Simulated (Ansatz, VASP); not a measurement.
# Two plane-wave programs on GeSb4Te4

File INCAR:

```
SYSTEM = GeSb4Te4
PREC     = Accurate       ! precision mode
ENCUT    = 520            ! plane-wave cutoff, eV
EDIFF    = 1E-6           ! SCF threshold, eV
ISMEAR   = 0              ! smearing method
SIGMA    = 0.03           ! smearing width, eV
LREAL    = .FALSE.        ! projectors in reciprocal space
LASPH    = .TRUE.         ! aspherical terms in the spheres
NELM     = 60             ! most SCF steps
ALGO     = Normal         ! electronic algorithm
ISIF     = 2              ! what is computed and relaxed
LWAVE    = .FALSE.        ! write WAVECAR
LCHARG   = .FALSE.        ! write CHGCAR
GGA      = PE             ! functional
NBANDS   = 39             ! bands
```

KPOINTS

```
Automatic mesh
0
G
  9 9 2
  0 0 0
```

POSCAR

```
GeSb4Te4
1.0
   -4.3299846501      0.0000000000      0.0000000000
   -2.1649923251     -3.7498767050      0.0000000000
    0.0000000000      0.0000000000     17.6486093019
Ge Sb Te
1 4 4
Direct
    0.0000000000      0.0000000000      0.0000000000
    0.3333333333      0.3333333333      0.5440991990
    0.6666666667      0.6666666667      0.4559008010
    0.6666666667      0.6666666667      0.7907683509
    0.3333333333      0.3333333333      0.2092316491
    0.3333333333      0.3333333333      0.9045184789
    0.6666666667      0.6666666667      0.0954815211
    1.0000000000      1.0000000000      0.6939667137
    0.0000000000      0.0000000000      0.3060332863
```

Input for Ansatz:

```yaml
crystal:
  lattice:
    - [-4.3299846501, 0.0, 0.0]
    - [-2.1649923251, -3.749876705, 0.0]
    - [0.0, 0.0, 17.6486093019]
  atoms:
    - { symbol: Ge, position: [0.0, 0.0, 0.0] }
    - { symbol: Sb, position: [0.3333333333, 0.3333333333, 0.544099199] }
    - { symbol: Sb, position: [0.6666666667, 0.6666666667, 0.455900801] }
    - { symbol: Sb, position: [0.6666666667, 0.6666666667, 0.7907683509] }
    - { symbol: Sb, position: [0.3333333333, 0.3333333333, 0.2092316491] }
    - { symbol: Te, position: [0.3333333333, 0.3333333333, 0.9045184789] }
    - { symbol: Te, position: [0.6666666667, 0.6666666667, 0.0954815211] }
    - { symbol: Te, position: [1.0, 1.0, 0.6939667137] }
    - { symbol: Te, position: [0.0, 0.0, 0.3060332863] }
basis:
  ecutwfc: 420
kpoints:
  mp_grid: { grid: [9, 9, 2] }
hamiltonian:
  xc: pbe
scf:
  occupations: { method: gaussian, width: 0.03 }
output:
  forces: true
  stress: true
  eigenvalues: true
```

Alike in both runs: task single point; functional PBE; k mesh 9 × 9 × 2; occupations gaussian, width 0.03 eV; no spin polarisation.

|  | VASP | Ansatz |
| --- | --- | --- |
| version | VASP 6.6.1 | Ansatz 0.2.0 |
| potentials or method | VASP PAW PBE potentials, release 64 (Ge_d, Sb, Te), cutoff 520 eV | scalar-relativistic, plane waves, PAW |
| valence electrons in the cell | 58 | 138 |

Ansatz gave:

```
gap on the k mesh at the Fermi level (eV) : 0.13
least direct gap on the mesh (eV)         : 0.14
pressure (GPa)                            : 0.0
rms of the force components (eV/Å)        : 0.003
```

Q: Estimate VASP's values.

A: gap on the k mesh at the Fermi level (eV): 0.13; least direct gap on the mesh (eV): 0.14; pressure (GPa): 0.0; rms of the force components (eV/Å): 0.016.

Atom by atom the forces differ by 0.016 eV/Å (rms over components). With one functional, cell and mesh, what is left measures potentials, basis and numerics. VASP's potentials hold 58 valence electrons a cell and Ansatz's 138, so a difference there can come from the potentials and not from the codes.

Neither program's run includes spin-orbit coupling.
